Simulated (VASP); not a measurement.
# Al2Cu (P4/mmm) in VASP: further runs, part 2 of 2

VASP 6.6.1. The steps go on from the part before.

## (4) Single point, PBE

This run uses another cell than the first one, of 16.77 Å³/atom.

INCAR reads:

```
SYSTEM = Al2Cu
ALGO = Normal
EDIFF = 1E-6
ENCUT = 520
GGA = PE
ISIF = 2
ISMEAR = 0
LASPH = .True.
LCHARG = .False.
LREAL = .False.
LWAVE = .False.
NBANDS = 16
NELM = 100
PREC = Accurate
SIGMA = 0.15
```

KPOINTS reads:

```
k-points
0
Gamma
  10 10 14
  0 0 0
```

POSCAR reads:

```
Al2Cu
1.0
    4.1211626268      0.0000000000      0.0000000000
    0.0000000000      4.1211626268      0.0000000000
    0.0000000000      0.0000000000      2.9617000000
Al Cu
2 1
Direct
    0.5000000000      0.0000000000      0.5000000000
    0.0000000000      0.5000000000      0.5000000000
    0.0000000000      0.0000000000      0.0000000000
```

Potentials or basis: VASP PAW PBE potentials, release 64 (Al, Cu).

Started as:

```
$ cat potpaw_PBE.64/Al/POTCAR potpaw_PBE.64/Cu/POTCAR > POTCAR
$ mpirun -np 1 vasp_std > vasp.out
```

OUTCAR:

```text
SYSTEM = Al2Cu
   EDIFF = 1E-6
   ENCUT = 520
   GGA = PE
   ISIF = 2
   ISMEAR = 0
   LASPH = .True.
   LREAL = .False.
   NELM = 100
   PREC = Accurate

 ion  position               nearest neighbor table
   1  0.500  0.000  0.500-   3 2.54   3 2.54   3 2.54   3 2.54   2 2.91   2 2.91   2 2.91   2 2.91

   2  0.000  0.500  0.500-   3 2.54   3 2.54   3 2.54   3 2.54   1 2.91   1 2.91   1 2.91   1 2.91

   3  0.000  0.000  0.000-   1 2.54   2 2.54   1 2.54   2 2.54   2 2.54   2 2.54   1 2.54   1 2.54

  LATTYP: Found a simple tetragonal cell.
 ALAT       =     4.1211626268
 C/A-ratio  =     0.7186564249

  Lattice vectors:

 A1 = (   4.1211626268,   0.0000000000,   0.0000000000)
 A2 = (   0.0000000000,   4.1211626268,   0.0000000000)
 A3 = (   0.0000000000,   0.0000000000,   2.9617000000)

Analysis of symmetry for initial positions (statically):
=====================================================================
 Subroutine PRICEL returns:
 Original cell was already a primitive cell.

 Routine SETGRP: Setting up the symmetry group for a
 simple tetragonal supercell.

 Subroutine GETGRP returns: Found 16 space group operations
 (whereof 16 operations were pure point group operations)
 out of a pool of 16 trial point group operations.

The static configuration has the point symmetry D_4h.

Analysis of symmetry for dynamics (positions and initial velocities):
=====================================================================
 Subroutine PRICEL returns:
 Original cell was already a primitive cell.

 Routine SETGRP: Setting up the symmetry group for a
 simple tetragonal supercell.

 Subroutine GETGRP returns: Found 16 space group operations
 (whereof 16 operations were pure point group operations)
 out of a pool of 16 trial point group operations.

The dynamic configuration has the point symmetry D_4h.
[... 118 lines left out ...]
   IALGO  =     38    algorithm
   IMIX   =      4    mixing-type and parameters
     AMIX     =   0.40;   BMIX     =  1.00
     AMIX_MAG =   1.60;   BMIX_MAG =  1.00
  volume/ion in A,a.u.               =      16.77       113.15
  Fermi-wavevector in a.u.,A,eV,Ry     =   1.140331  2.154913 17.692402  1.300355
  Thomas-Fermi vector in A             =   2.277033
   LORBIT       =      0    0 simple, 1 ext, 2 COOP (PROOUT), +10 PAW based schemes
   GGA     = PE    functional components
   LHFCALC =     F    Hartree Fock is set to
   AEXX    =    0.0000 exact exchange contribution
   IVDW    =     0    specifies the selected vdW correction
   LEPSILON=     F    determine dielectric tensor
   LRPA    =     F    only Hartree local field effects (RPA)
 non-spin polarized calculation
 Gauss-broadening in eV      SIGMA  =   0.15
  energy-cutoff  :      520.00
  volume of cell :       50.30
 maximum number of plane-waves:      1387
 NGX is ok and might be reduce to    32
   NGX = 15   NGY = 15   NGZ = 11

 number of electron      16.9999994 magnetization

 Free energy of the ion-electron system (eV)
  ---------------------------------------------------
  ext. energy  EPLUGINS =         0.00000000
  ---------------------------------------------------
  free energy    TOTEN  =       -11.28617242 eV

  energy without entropy =      -11.27543825  energy(sigma->0) =      -11.28080533

 E-fermi :   6.7549     XC(G=0): -10.2606

 val. band max:        6.7201829198   @ k =   0.5000   0.2000   0.2857
 cond. band min:       6.7659456932   @ k =   0.0000   0.0000   0.0000
 fundamental gap:      0.0457627734
 Fermi energy:         6.7548831909

 k-point     1 :       0.0000    0.0000    0.0000
  band No.  band energies     occupation
      1      -3.4806      2.00000
      2       1.6251      2.00000
      3       2.1316      2.00000
      4       2.7433      2.00000
      5       2.8821      2.00000
      6       2.8821      2.00000
[... 433 lines left out ...]
      3       2.0996      2.00000
      4       2.6689      2.00000
      5       2.7594      2.00000
      6       2.8162      2.00000
[... 8 lines left out ...]
     15      16.3876      0.00000
     16      16.9689      0.00000

 [... further k-points ...]

------------------------ aborting loop because EDIFF is reached ----------------------------------------

  FORCE on cell =-STRESS in cart. coord.  units (eV):
  Direction    XX          YY          ZZ          XY          YZ          ZX
  --------------------------------------------------------------------------------------
  -------------------------------------------------------------------------------------
  Total       -0.4029539     -0.4029539     -1.1426609      0.0000000     -0.0000000      0.0000000
  in kB      -12.8346890    -12.8346890    -36.3954750      0.0000000     -0.0000000      0.0000000
  external PRESSURE =     -20.6882844 kB  Pullay stress =       0.0000000 kB

 VOLUME and BASIS-vectors are now :
 -----------------------------------------------------------------------------
  energy-cutoff  :      520.00
  volume of cell :       50.30
      direct lattice vectors                 reciprocal lattice vectors
     4.121162627  0.000000000  0.000000000     0.242649973  0.000000000  0.000000000
     0.000000000  4.121162627  0.000000000     0.000000000  0.242649973  0.000000000
     0.000000000  0.000000000  2.961700000     0.000000000  0.000000000  0.337643921

 POSITION                                       TOTAL-FORCE (eV/Angst)
 -----------------------------------------------------------------------------------
      2.06058      0.00000      1.48085         0.000000      0.000000      0.000000
      0.00000      2.06058      1.48085         0.000000      0.000000      0.000000
      0.00000      0.00000      0.00000         0.000000      0.000000      0.000000
 -----------------------------------------------------------------------------------
    total drift:                               -0.000000     -0.000000      0.000000

  FREE ENERGIE OF THE ION-ELECTRON SYSTEM (eV)
  ---------------------------------------------------
  free  energy   TOTEN  =       -11.2861724164 eV

  energy  without entropy=      -11.2754382518  energy(sigma->0) =      -11.28080533
```

OSZICAR:

```text
N       E                     dE             d eps       ncg     rms          rms(c)
DAV:   1     0.617857350634E+02    0.61786E+02   -0.68687E+03  5408   0.109E+03
DAV:   2    -0.107560855549E+02   -0.72542E+02   -0.64182E+02  5720   0.198E+02
DAV:   3    -0.132696006558E+02   -0.25135E+01   -0.24605E+01  7336   0.419E+01
DAV:   4    -0.133262468250E+02   -0.56646E-01   -0.56627E-01  6416   0.535E+00
DAV:   5    -0.133292724132E+02   -0.30256E-02   -0.30255E-02  8600   0.141E+00    0.135E+01
DAV:   6    -0.151516761494E+02   -0.18224E+01   -0.34631E+01  6048   0.198E+02    0.113E+01
DAV:   7    -0.114250907308E+02    0.37266E+01   -0.92912E+00  6704   0.793E+01    0.220E+00
DAV:   8    -0.113535843525E+02    0.71506E-01   -0.13170E+00  7944   0.328E+01    0.222E+00
DAV:   9    -0.112853017806E+02    0.68283E-01   -0.25548E-01  6752   0.158E+01    0.205E-01
DAV:  10    -0.112879668152E+02   -0.26650E-02   -0.16730E-02  8544   0.346E+00    0.311E-01
DAV:  11    -0.112863955437E+02    0.15713E-02   -0.87714E-03  7120   0.321E+00    0.108E-01
DAV:  12    -0.112861868320E+02    0.20871E-03   -0.69747E-04  8368   0.725E-01    0.291E-02
DAV:  13    -0.112861737103E+02    0.13122E-04   -0.43278E-05  8656   0.152E-01    0.103E-02
DAV:  14    -0.112861726668E+02    0.10435E-05   -0.92844E-06  7672   0.928E-02    0.483E-03
DAV:  15    -0.112861724164E+02    0.25044E-06   -0.81730E-07  3728   0.234E-02
   1 F= -.11286172E+02 E0= -.11280805E+02  d E =-.107342E-01
```

stdout:

```text
POSCAR found type information on POSCAR AlCu
 POSCAR found :  2 types and       3 ions
 scaLAPACK will be used
 LDA part: xc-table for (Slater+PW92), standard interpolation
 POSCAR, INCAR and KPOINTS ok, starting setup
 FFT: planning ... GRIDC
 FFT: planning ... GRID_SOFT
 FFT: planning ... GRID
 WAVECAR not read
 entering main loop
```

Run time: 40 s. Hardware: 1 thread of Intel Xeon 6975P-C (Granite Rapids), shared host; peak memory 0.26 GiB.

What came out:

```yaml
Free_energy: -11.2862 eV
Pressure: -2.1 GPa
Band_gap_on_the_k_mesh: zero (an odd number of electrons rules out a gap without spin polarisation)
```

## (5) Single point, PBE

This run uses another cell than the first one, of 16.82 Å³/atom.

INCAR reads:

```
SYSTEM = Al2Cu
  PREC = Accurate
  ENCUT = 520
  EDIFF = 1E-7
  ISMEAR = 0
  SIGMA = 0.15
  LREAL = .False.
  LASPH = .True.
  NELM = 80
  ALGO = Normal
  ISIF = 2
  LWAVE = .False.
  LCHARG = .False.
  GGA = PE
  NBANDS = 16
```

KPOINTS reads:

```
Automatic mesh
0
Gamma
  10 10 14
  0 0 0
```

POSCAR reads:

```
Al2Cu
1.0
    4.0250000000      0.0000000000      0.0000000000
    0.0000000000      4.0250000000      0.0000000000
    0.0000000000      0.0000000000      3.1155000000
Al Cu
2 1
Direct
    0.5000000000      0.0000000000      0.5000000000
    0.0000000000      0.5000000000      0.5000000000
    0.0000000000      0.0000000000      0.0000000000
```

Started as:

```
$ cat potpaw_PBE.64/Al/POTCAR potpaw_PBE.64/Cu/POTCAR > POTCAR
$ mpirun -np 1 vasp_std > vasp.out
```

It took 61 s on 1 thread of Intel Xeon 6975P-C (Granite Rapids), shared host; peak memory 0.25 GiB.

The run converged. Its results:

| Quantity | Value |
| --- | --- |
| Free energy | -11.2085 eV |
| Pressure | -1.6 GPa |
| Band gap on the k mesh | zero (an odd number of electrons rules out a gap without spin polarisation) |

Stress tensor (GPa, compression positive):
```
 0.59  0.00  0.00
 0.00  0.59  0.00
 0.00  0.00 -5.85
```

Levels at points of the mesh, in eV from the Fermi level:
```csv
k point,band 7,band 8,band 9,band 10,band 11,band 12
"(0.00, 0.00, 0.00)",-1.70,-1.70,0.68,1.41,3.98,6.38
"(0.50, 0.00, 0.00)",-3.80,-0.26,2.08,2.45,2.79,5.48
"(0.50, 0.50, 0.00)",-3.86,-3.66,-2.14,7.54,8.46,8.46
"(0.00, 0.00, 0.50)",-3.06,2.28,2.28,3.07,3.16,3.16
"(0.50, 0.00, 0.50)",-2.77,-2.62,-1.92,3.52,4.17,4.48
"(0.50, 0.50, 0.50)",-1.85,-1.85,-1.32,-1.05,-0.35,-0.35
```

## (6) Overview

| cell | gap on the mesh (eV) | pressure (GPa) |
| --- | --- | --- |
| a = 4.314, b = 4.314, c = 2.654 Å, 3 atoms | none | 1.4 |
| a = 4.217, b = 4.217, c = 2.808 Å, 3 atoms | none | -1.1 |
| a = 4.121, b = 4.121, c = 2.962 Å, 3 atoms | none | -2.1 |
| a = 4.025, b = 4.025, c = 3.115 Å, 3 atoms | none | -1.6 |

Alike in all rows: task single point; level PBE; potentials or basis VASP PAW PBE potentials, release 64 (Al, Cu); no spin polarisation; k mesh 10 × 10 × 14; cutoff (eV) 520; smearing gaussian 0.15 eV.

Absolute energies hang on the potentials; compare differences alone.
